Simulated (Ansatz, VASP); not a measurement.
This is a calculation of Ta2N for VASP 6.6.1.

INCAR

```
  ALGO = Normal
  EDIFF = 1E-6
  ENCUT = 600
  GGA = RE
  GGA_COMPAT = False
  ISIF = 2
  ISMEAR = -1
  ISPIN = 2
  LASPH = True
  LCHARG = False
  LMAXMIX = 4
  LORBIT = 11
  LREAL = False
  LWAVE = False
  MAGMOM = 0.5 0.5 0
  NBANDS = 24
  NELM = 200
  PREC = Accurate
  SIGMA = 0.01
```

Contents of KPOINTS:

```
k-points
0
Gamma
  10 10 6
```

The input POSCAR:

```
Ta2N
1.0
    3.1128615060      0.0000000000      0.0000000000
   -1.5564307530      2.6958171426      0.0000000000
    0.0000000000      0.0000000000      4.8698410000
Ta N
2 1
Direct
    0.3940930000      0.6444320000      0.2497880000
    0.7045040000      0.3927480000      0.7641490000
   -0.0069480000      0.0100480000     -0.0044600000
```

Potentials or basis: VASP PAW PBE potentials, release 64 (Ta_pv, N).

The run is started by

```sh
$ cat potpaw_PBE.64/Ta_pv/POTCAR potpaw_PBE.64/N/POTCAR > POTCAR
$ mpirun -np 1 vasp_std > vasp.out
```

Task: Set up the same calculation for Ansatz 0.2.0. Potentials there: all-electron PAW datasets made for the crystal.

Result: As run (the cutoff follows the program's own potentials):

File input.yaml:

```yaml
crystal:
  lattice:
    - [3.112861506, 0.0, 0.0]
    - [-1.556430753, 2.6958171426, 0.0]
    - [0.0, 0.0, 4.869841]
  atoms:
    - { symbol: Ta, position: [0.394093, 0.644432, 0.249788], spin: 0.5 }
    - { symbol: Ta, position: [0.704504, 0.392748, 0.764149], spin: 0.5 }
    - { symbol: "N", position: [-0.006948, 0.010048, -0.00446] }
kpoints:
  mp_grid: { grid: [10, 10, 6] }
scf:
  occupations: { method: fermi_dirac, width: 0.01 }
  lower_state_search: "off"
  n_extra_bands: 4
hamiltonian:
  xc: revpbe
  pseudopotentials: { kind: all_electron, datasets: crystal }
magnetization:
  spin_polarized: true
output:
  forces: true
  stress: true
  eigenvalues: true
```

Potentials or basis: all-electron PAW datasets made for the crystal.

Launch:

```bash
$ ansatz run input.yaml --threads 2 --pin off --max-ram 6144MiB --backend cpu --events-out ev --progress --plain --runs-dir out
```

Both were run:

|  | VASP | Ansatz | Ansatz less VASP |
| --- | --- | --- | --- |
| gap on the k mesh at the Fermi level (eV) | none | none | - |
| pressure (GPa) | 11.6 | 11.0 | -0.55 |
| traceless stress, the component that is largest in VASP (GPa) | 5.28 | 5.15 | -0.132 |
| rms of the force components (eV/Å) | 1.583 | 1.550 | -0.0336 |
| net moment per atom (μB) | 0.00 | 0.00 | 0.000 |

VASP's potentials were made for PBE, not for revPBE. Atom by atom the forces differ by 0.035 eV/Å (rms over components). A gap of «none» marks a metal or a gap that the smearing closes. Ansatz ran all-electron here, and VASP with PAW potentials.

Spin-orbit coupling is off throughout. Noted on Ansatz's run: the program warned that the printed levels may be off, so bands, gaps and densities of states are rough.
